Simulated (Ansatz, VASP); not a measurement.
## One calculation of Ga2Sb2CO, two programs

INCAR

```
  PREC = Accurate
  ENCUT = 520
  EDIFF = 1E-6
  ISMEAR = 0
  SIGMA = 0.1
  LREAL = F
  LASPH = T
  NELM = 60
  ALGO = Normal
  ISIF = 2
  LWAVE = F
  LCHARG = T
  LDIPOL = T
  IDIPOL = 3
  DIPOL = 0.5 0.5 0.361
  GGA = PE
  IVDW = 12
  LELF = T
  LVHAR = T
  LVACPOTAV = T
  NBANDS = 32
```

The input KPOINTS:

```
Automatic mesh
0
Gamma
  6 6 1
```

File POSCAR:

```
Ga2Sb2CO
1.0
    4.3343814621      0.0000000000      0.0000000000
   -2.1671907311      3.7536844559      0.0000000000
    0.0000000000      0.0000000000     23.3197422777
Sb Ga O C
2 2 1 1
Direct
    0.0000000000      0.0000000000      0.1715284823
    0.3333333333      0.6666666667      0.3301590654
    0.3333333333      0.6666666667      0.2094685204
    0.6666666667      0.3333333333      0.3632005095
    1.1111111111      1.2222222222      0.5218643557
    1.1111111111      1.2222222222      0.5711787943
```

Input for Ansatz:

```yaml
crystal:
  lattice:
    - [4.3343814621, 0.0, 0.0]
    - [-2.1671907311, 3.7536844559, 0.0]
    - [0.0, 0.0, 23.3197422777]
  atoms:
    - { symbol: Sb, position: [0.0, 0.0, 0.1715284823] }
    - { symbol: Ga, position: [0.3333333333, 0.6666666667, 0.2094685204] }
    - { symbol: Sb, position: [0.3333333333, 0.6666666667, 0.3301590654] }
    - { symbol: Ga, position: [0.6666666667, 0.3333333333, 0.3632005095] }
    - { symbol: O, position: [1.1111111111, 1.2222222222, 0.5218643557] }
    - { symbol: C, position: [1.1111111111, 1.2222222222, 0.5711787943] }
basis:
  ecutwfc: 420
kpoints:
  mp_grid: { grid: [6, 6, 1] }
hamiltonian:
  xc: pbe
  pseudopotentials: { kind: paw, azcp: { folder: soft_1 } }
  dispersion: d3bj
scf:
  occupations: { method: gaussian, width: 0.1 }
output:
  forces: true
  eigenvalues: true
efield:
  axis: 3
  dipole_correction: true
  ramp_width: 0.04
```

Alike in both runs: task single point; functional PBE; dispersion D3(BJ); k mesh 6 × 6 × 1; occupations gaussian, width 0.1 eV; no spin polarisation.

|  | VASP | Ansatz |
| --- | --- | --- |
| version | VASP 6.6.1 | Ansatz 0.2.0 |
| potentials or method | VASP PAW PBE potentials, release 64 (Sb, Ga_d, O, C), cutoff 520 eV | scalar-relativistic, plane waves, PAW |
| valence electrons in the cell | 46 | 66 |

VASP gave:

| Quantity | Value |
| --- | --- |
| gap on the k mesh at the Fermi level (eV) | 0.04 |
| least direct gap on the mesh (eV) | 0.14 |
| rms of the force components (eV/Å) | 0.239 |

Which values does Ansatz return?

gap on the k mesh at the Fermi level (eV): 0.04; least direct gap on the mesh (eV): 0.15; rms of the force components (eV/Å): 0.506.

One of these differences is far larger than is usual between the two programs; its cause wasn't traced. VASP's potentials hold 46 valence electrons a cell and Ansatz's 66, so a difference there can come from the potentials and not from the codes.

Spin-orbit coupling is off throughout. Noted on VASP's run: the standard files for N, O and F lose accuracy on very short bonds.
